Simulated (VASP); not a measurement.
# LiF (P6_3/mmc) in VASP: a series of runs

Aim: see how the results for LiF move with the level of theory and the settings. Levels: PBE, HSE06, PBE-based screened hybrid with 35 % exact exchange. Tasks: single point.

All numbers are computed with VASP 6.6.1; they aren't measurements. Logs are shortened: lines on timing, memory, paths and dates and some standing lists are left out, and cuts for length are marked.

### 1 The cell of the first run

The structure is hexagonal, space group P6_3/mmc (No. 194). The conventional cell has a = 2.776 Å, b = 2.776 Å, c = 4.783 Å, α = 90.00°, β = 90.00°, γ = 120.00°. Li (site symmetry -3m) has 6 F at 2.00 Å and 2 Li at 2.39 Å within 2.6 Å. Within 2.6 Å of F (site symmetry -6m2) lie 6 Li at 2.00 Å.

### 2 Single point, PBE

Input file INCAR:

```
SYSTEM = LiF
ALGO = Normal
EDIFF = 1E-6
ENCUT = 520
GGA = PE
ISIF = 2
ISMEAR = 0
LASPH = .TRUE.
LCHARG = .FALSE.
LREAL = .FALSE.
LWAVE = .FALSE.
NBANDS = 18
NELM = 100
PREC = Accurate
SIGMA = 0.01
```

Input file KPOINTS:

```
k-points
0
G
  9 9 4
  0 0 0
```

Input file POSCAR:

```
LiF
1.0
    2.7757075659      0.0000000000      0.0000000000
   -1.3878537829      2.4038332655      0.0000000000
    0.0000000000      0.0000000000      4.7826938440
Li F
2 2
Direct
    0.0000000000      0.0000000000      0.0000000000
    0.0000000000      0.0000000000      0.5000000000
    0.3333333333      0.6666666667      0.2500000000
    0.6666666667      0.3333333333      0.7500000000
```

Potentials or basis: VASP PAW PBE potentials, release 64 (Li_sv, F).

Launch:

```console
$ cat potpaw_PBE.64/Li_sv/POTCAR potpaw_PBE.64/F/POTCAR > POTCAR
$ mpirun -np 1 vasp_std > vasp.out
```

OUTCAR:

```text
SYSTEM = LiF
   EDIFF = 1E-6
   ENCUT = 520
   GGA = PE
   ISIF = 2
   ISMEAR = 0
   LASPH = .TRUE.
   LREAL = .FALSE.
   NELM = 100
   PREC = Accurate

 ion  position               nearest neighbor table
   1  0.000  0.000  0.000-   3 2.00   4 2.00   3 2.00   4 2.00   4 2.00   3 2.00   2 2.39   2 2.39

   2  0.000  0.000  0.500-   3 2.00   4 2.00   3 2.00   4 2.00   4 2.00   3 2.00   1 2.39   1 2.39

   3  0.333  0.667  0.250-   1 2.00   2 2.00   1 2.00   2 2.00   1 2.00   2 2.00
   4  0.667  0.333  0.750-   1 2.00   2 2.00   1 2.00   2 2.00   1 2.00   2 2.00

  LATTYP: Found a hexagonal cell.
 ALAT       =     2.7757075659
 C/A-ratio  =     1.7230539351

  Lattice vectors:

 A1 = (   2.7757075659,   0.0000000000,   0.0000000000)
 A2 = (  -1.3878537829,   2.4038332655,   0.0000000000)
 A3 = (   0.0000000000,   0.0000000000,   4.7826938440)

Analysis of symmetry for initial positions (statically):
=====================================================================
 Subroutine PRICEL returns:
 Original cell was already a primitive cell.

 Routine SETGRP: Setting up the symmetry group for a
 hexagonal supercell.

 Subroutine GETGRP returns: Found 24 space group operations
 (whereof 12 operations were pure point group operations)
 out of a pool of 24 trial point group operations.

The static configuration has the point symmetry D_3d.
 The point group associated with its full space group is D_6h.

Analysis of symmetry for dynamics (positions and initial velocities):
=====================================================================
 Subroutine PRICEL returns:
 Original cell was already a primitive cell.

 Routine SETGRP: Setting up the symmetry group for a
 hexagonal supercell.

 Subroutine GETGRP returns: Found 24 space group operations
 (whereof 12 operations were pure point group operations)
 out of a pool of 24 trial point group operations.

The dynamic configuration has the point symmetry D_3d.
 The point group associated with its full space group is D_6h.

 Subroutine INISYM returns: Found 24 space group operations
 (whereof 12 operations are pure point group operations),
 and found     1 'primitive' translations

----------------------------------------------------------------------------------------

                                     Primitive cell

[... 87 lines left out ...]
   ICHARG =      2    charge: 1-file 2-atom 10-const
   ISPIN  =      1    spin polarized calculation?
   LNONCOLLINEAR =      F non collinear calculations
   LSORBIT =      F    spin-orbit coupling
   LASPH  =      T    aspherical Exc in radial PAW
   ENCUT  =  520.0 eV  38.22 Ry    6.18 a.u.   5.16  5.16  8.89*2*pi/ulx,y,z
   NELM   =    100;   NELMIN=  2; NELMDL= -5     # of ELM steps
   EDIFF  = 0.1E-05   stopping-criterion for ELM
   LREAL  =      F    real-space projection
   EDIFFG = 0.1E-04   stopping-criterion for IOM
   NSW    =      0    number of steps for IOM
   IBRION =     -1    ionic relax: 0-MD 1-quasi-New 2-CG
   NFREE  =      0    steps in history (QN), initial steepest desc. (CG)
   ISIF   =      2    stress and relaxation
   ISYM   =      2    0-nonsym 1-usesym 2-fastsym
   POTIM  = 0.5000    time-step for ionic-motion
   TEBEG  =    0.0;   TEEND  =   0.0 temperature during run
   PSTRESS=    0.0 pullay stress
   NELECT =      20.0000    total number of electrons
   NUPDOWN=      -1.0000    fix difference up-down
   EMIN   =  10.00;   EMAX   =-10.00  energy-range for DOS
   EFERMI =   0.00;   METHOD = LEGACY
   ISMEAR =     0;   SIGMA  =   0.01  broadening in eV -4-tet -1-fermi 0-gaus
   EFERMI_NEDOS =   21; number of points for ismear=-14 and -15
   IALGO  =     38    algorithm
   IMIX   =      4    mixing-type and parameters
     AMIX     =   0.40;   BMIX     =  1.00
     AMIX_MAG =   1.60;   BMIX_MAG =  1.00
  volume/ion in A,a.u.               =       7.98        53.84
  Fermi-wavevector in a.u.,A,eV,Ry     =   1.400989  2.647485 26.705096  1.962769
  Thomas-Fermi vector in A             =   2.523895
   LORBIT       =      0    0 simple, 1 ext, 2 COOP (PROOUT), +10 PAW based schemes
   GGA     = PE    functional components
   LHFCALC =     F    Hartree Fock is set to
   AEXX    =    0.0000 exact exchange contribution
   IVDW    =     0    specifies the selected vdW correction
   LEPSILON=     F    determine dielectric tensor
   LRPA    =     F    only Hartree local field effects (RPA)
 non-spin polarized calculation
 Gauss-broadening in eV      SIGMA  =   0.01
  energy-cutoff  :      520.00
  volume of cell :       31.91
 maximum number of plane-waves:       870
 NGX is ok and might be reduce to    24
   NGX = 11   NGY = 11   NGZ = 17

 number of electron      19.9999983 magnetization

 Free energy of the ion-electron system (eV)
  ---------------------------------------------------
  ext. energy  EPLUGINS =         0.00000000
  ---------------------------------------------------
  free energy    TOTEN  =       -19.08370917 eV

  energy without entropy =      -19.08370917  energy(sigma->0) =      -19.08370917

 E-fermi :  -0.6411     XC(G=0): -10.0930

 val. band max:       -0.7669750980   @ k =   0.0000   0.0000   0.0000
 cond. band min:       8.4506715293   @ k =   0.0000   0.0000   0.0000
 fundamental gap:      9.2176466274
 Fermi energy:        -0.6411245773

 k-point     1 :       0.0000    0.0000    0.0000
  band No.  band energies     occupation
      1     -41.8914      2.00000
      2     -41.7948      2.00000
      3     -20.9071      2.00000
      4     -20.5512      2.00000
      5      -3.4795      2.00000
      6      -1.0702      2.00000
[... 481 lines left out ...]
      5      -3.1274      2.00000
      6      -3.1274      2.00000
[... 10 lines left out ...]
     17      20.2618      0.00000
     18      23.2835      0.00000

 [... further k-points ...]
[... 5 lines left out ...]
  --------------------------------------------------------------------------------------
  -------------------------------------------------------------------------------------
  Total        0.7723500      0.7723500      0.7997815      0.0000000      0.0000000     -0.0000000
  in kB       38.7769905     38.7769905     40.1542282      0.0000000      0.0000000     -0.0000000
  external PRESSURE =      39.2360697 kB  Pullay stress =       0.0000000 kB

 VOLUME and BASIS-vectors are now :
 -----------------------------------------------------------------------------
  energy-cutoff  :      520.00
  volume of cell :       31.91
      direct lattice vectors                 reciprocal lattice vectors
     2.775707566  0.000000000  0.000000000     0.360268500  0.208001115  0.000000000
    -1.387853783  2.403833265  0.000000000     0.000000000  0.416002230  0.000000000
     0.000000000  0.000000000  4.782693844     0.000000000  0.000000000  0.209087187

 POSITION                                       TOTAL-FORCE (eV/Angst)
 -----------------------------------------------------------------------------------
      0.00000      0.00000      0.00000         0.000000      0.000000      0.000000
      0.00000      0.00000      2.39135         0.000000      0.000000      0.000000
     -0.00000      1.60256      1.19567        -0.000000     -0.000000     -0.000000
      1.38785      0.80128      3.58702         0.000000      0.000000     -0.000000
 -----------------------------------------------------------------------------------
    total drift:                               -0.000000      0.000000     -0.000000

  FREE ENERGIE OF THE ION-ELECTRON SYSTEM (eV)
  ---------------------------------------------------
  free  energy   TOTEN  =       -19.0837091664 eV

  energy  without entropy=      -19.0837091664  energy(sigma->0) =      -19.08370917
```

OSZICAR:

```text
N       E                     dE             d eps       ncg     rms          rms(c)
DAV:   1     0.102116807368E+03    0.10212E+03   -0.10710E+04  1304   0.119E+03
DAV:   2    -0.133670965824E+02   -0.11548E+03   -0.11325E+03  1596   0.283E+02
DAV:   3    -0.200320600980E+02   -0.66650E+01   -0.66114E+01  2292   0.536E+01
DAV:   4    -0.201004827147E+02   -0.68423E-01   -0.68376E-01  1558   0.616E+00
DAV:   5    -0.201012386678E+02   -0.75595E-03   -0.75584E-03  1574   0.510E-01    0.641E+00
DAV:   6    -0.190571959737E+02    0.10440E+01   -0.26837E+00  1356   0.130E+01    0.192E+00
DAV:   7    -0.190695379615E+02   -0.12342E-01   -0.68778E-02  1710   0.201E+00    0.126E+00
DAV:   8    -0.190838837702E+02   -0.14346E-01   -0.32927E-02  1732   0.183E+00    0.231E-01
DAV:   9    -0.190834630120E+02    0.42076E-03   -0.31541E-03  1498   0.515E-01    0.736E-02
DAV:  10    -0.190837398045E+02   -0.27679E-03   -0.59122E-04  1420   0.194E-01    0.619E-02
DAV:  11    -0.190837089325E+02    0.30872E-04   -0.84158E-05  1760   0.839E-02    0.695E-03
DAV:  12    -0.190837091664E+02   -0.23385E-06   -0.21432E-06  1624   0.145E-02
   1 F= -.19083709E+02 E0= -.19083709E+02  d E =-.570713E-73
```

stdout:

```text
POSCAR found type information on POSCAR LiF
 POSCAR found :  2 types and       4 ions
 scaLAPACK will be used
 LDA part: xc-table for (Slater+PW92), standard interpolation
 POSCAR, INCAR and KPOINTS ok, starting setup
 FFT: planning ... GRIDC
 FFT: planning ... GRID_SOFT
 FFT: planning ... GRID
 WAVECAR not read
 entering main loop
```

Run time: 7.4 s. Hardware: 1 thread of Intel Xeon 6975P-C (Granite Rapids), shared host; peak memory 0.15 GiB.

What came out:

| Quantity | Value |
| --- | --- |
| Free energy | -19.0837 eV |
| Band gap on the k mesh | 9.22 eV |

Levels at points of the mesh, in eV from the valence-band top:
| k point | band 8 | band 9 | band 10 | band 11 | band 12 | band 13 |
| --- | --- | --- | --- | --- | --- | --- |
| (0.00, 0.00, 0.00) | -0.17 | 0.00 | 0.00 | 9.22 | 10.85 | 16.50 |
| (0.00, 0.00, 0.50) | -0.09 | -0.09 | -0.09 | 10.49 | 10.49 | 17.28 |

Caveat: the cutoff is under 1.25 times the usual one of these potentials, so pressure, stress and relaxed cells hold a basis-set (Pulay) error; an odd mesh through Γ misses points on the zone boundary, where band edges can lie.

### 3 Single point, HSE06

POSCAR is that of step 2.

Input file INCAR.step1:

```
SYSTEM = LiF
PREC = Accurate ; ENCUT = 520
EDIFF = 1E-5 ; ISMEAR = 0
SIGMA = 0.01 ; LREAL = .False.
LASPH = .True. ; NELM = 60
ALGO = Normal ; ISIF = 2
LWAVE = .True. ; LCHARG = .False.
NBANDS = 18 ; GGA = PE
```

Input file INCAR.step2:

```
SYSTEM = LiF
PREC = Accurate ; ENCUT = 520
EDIFF = 1E-7 ; ISMEAR = 0
SIGMA = 0.01 ; LREAL = .False.
LASPH = .True. ; NELM = 60
ALGO = Normal ; ISIF = 2
LWAVE = .False. ; LCHARG = .False.
GGA = PE ; LHFCALC = .True.
HFSCREEN = 0.2079 ; PRECFOCK = Normal
NBANDS = 18 ; ISTART = 1
```

Input file KPOINTS:

```
regular mesh
0
Gamma
  6 6 2
  0 0 0
```

Potentials or basis: VASP PAW PBE potentials, release 64 (Li_sv, F).

Launch:

```console
$ cat potpaw_PBE.64/Li_sv/POTCAR potpaw_PBE.64/F/POTCAR > POTCAR
$ cp INCAR.step1 INCAR
$ mpirun -np 1 vasp_std > vasp.out
$ cp INCAR.step2 INCAR
$ mpirun -np 1 vasp_std > vasp.out
```

Run time: 4.2 min. Hardware: 1 thread of Intel Xeon 6975P-C (Granite Rapids), shared host; peak memory 0.25 GiB.

Results (log left out):

```yaml
Free_energy: -22.5963 eV
Band_gap_on_the_k_mesh: 11.53 eV
```

Levels at points of the mesh, in eV from the valence-band top:
```tsv
k point	band 6	band 7	band 8	band 9	band 10	band 11	band 12	band 13	band 14	band 15
(0.00, 0.00, 0.00)	-0.31	-0.19	-0.19	0.00	0.00	11.53	13.21	19.17	22.68	22.68
(0.50, 0.00, 0.00)	-2.65	-2.00	-1.02	-0.73	-0.32	13.59	17.63	18.34	18.87	19.99
(0.00, 0.00, 0.50)	-1.69	-0.10	-0.10	-0.10	-0.10	12.86	12.86	19.82	19.82	23.51
(0.50, 0.00, 0.50)	-3.04	-0.99	-0.99	-0.69	-0.69	15.13	15.13	19.26	19.26	19.77
```

Caveat: the k points lie up to 0.66 Å⁻¹ apart; the cutoff is under 1.25 times the usual one of these potentials, so pressure, stress and relaxed cells hold a basis-set (Pulay) error; the PAW data sets were made with another functional, which shifts forces and pressure a little.

### 4 Single point, PBE-based screened hybrid with 35 % exact exchange

POSCAR is that of step 3.

Input file INCAR.step1:

```
SYSTEM = LiF
PREC     = Accurate       ! precision mode
ENCUT    = 520            ! plane-wave cutoff, eV
EDIFF    = 1E-5           ! SCF threshold, eV
ISMEAR   = 0              ! smearing method
SIGMA    = 0.01           ! smearing width, eV
LREAL    = .False.        ! projectors in reciprocal space
LASPH    = .True.         ! aspherical terms in the spheres
NELM     = 100            ! most SCF steps
ALGO     = Normal         ! electronic algorithm
ISIF     = 2              ! what is computed and relaxed
LWAVE    = .True.         ! write WAVECAR
GGA      = PE             ! functional
NBANDS   = 18             ! bands
```

Input file INCAR.step2:

```
SYSTEM = LiF
PREC     = Accurate       ! precision mode
ENCUT    = 520            ! plane-wave cutoff, eV
EDIFF    = 1E-6           ! SCF threshold, eV
ISMEAR   = 0              ! smearing method
SIGMA    = 0.01           ! smearing width, eV
LREAL    = .False.        ! projectors in reciprocal space
LASPH    = .True.         ! aspherical terms in the spheres
NELM     = 100            ! most SCF steps
ALGO     = Normal         ! electronic algorithm
ISIF     = 2              ! what is computed and relaxed
LWAVE    = .False.        ! write WAVECAR
LCHARG   = .True.         ! write CHGCAR
GGA      = PE             ! functional
LHFCALC  = .True.         ! exact exchange
AEXX     = 0.35           ! exact-exchange fraction
HFSCREEN = 0.5            ! screening, 1/A
PRECFOCK = Normal       
LELF     = .True.         ! ELF
LVHAR    = .True.       
ISTART   = 1            
NBANDS   = 18             ! bands
```

Input file KPOINTS:

```
Automatic mesh
0
Gamma
  6 6 2
  0 0 0
```

Launch:

```console
$ cat potpaw_PBE.64/Li_sv/POTCAR potpaw_PBE.64/F/POTCAR > POTCAR
$ cp INCAR.step1 INCAR
$ mpirun -np 1 vasp_std > vasp.out
$ cp INCAR.step2 INCAR
$ mpirun -np 1 vasp_std > vasp.out
```

Wall time 4.1 min (1 thread of Intel Xeon 6975P-C (Granite Rapids), shared host); peak memory 0.25 GiB.

Results (log left out):

```
Free energy            : -22.5539 eV
Band gap on the k mesh : 11.34 eV
```

Levels at points of the mesh, in eV from the valence-band top:
```csv
k point,band 7,band 8,band 9,band 10,band 11,band 12,band 13,band 14
"(0.00, 0.00, 0.00)",-0.19,-0.19,0.00,0.00,11.34,13.03,18.99,22.47
"(0.50, 0.00, 0.00)",-1.96,-1.01,-0.72,-0.33,13.40,17.43,18.14,18.69
"(0.00, 0.00, 0.50)",-0.10,-0.10,-0.10,-0.10,12.66,12.66,19.63,19.63
"(0.50, 0.00, 0.50)",-0.98,-0.98,-0.68,-0.68,14.93,14.93,19.07,19.07
```

Caveat: the k points lie up to 0.66 Å⁻¹ apart; the cutoff is under 1.25 times the usual one of these potentials, so pressure, stress and relaxed cells hold a basis-set (Pulay) error; the PAW data sets were made with another functional, which shifts forces and pressure a little.

(Part 1 of 2 ends here.)
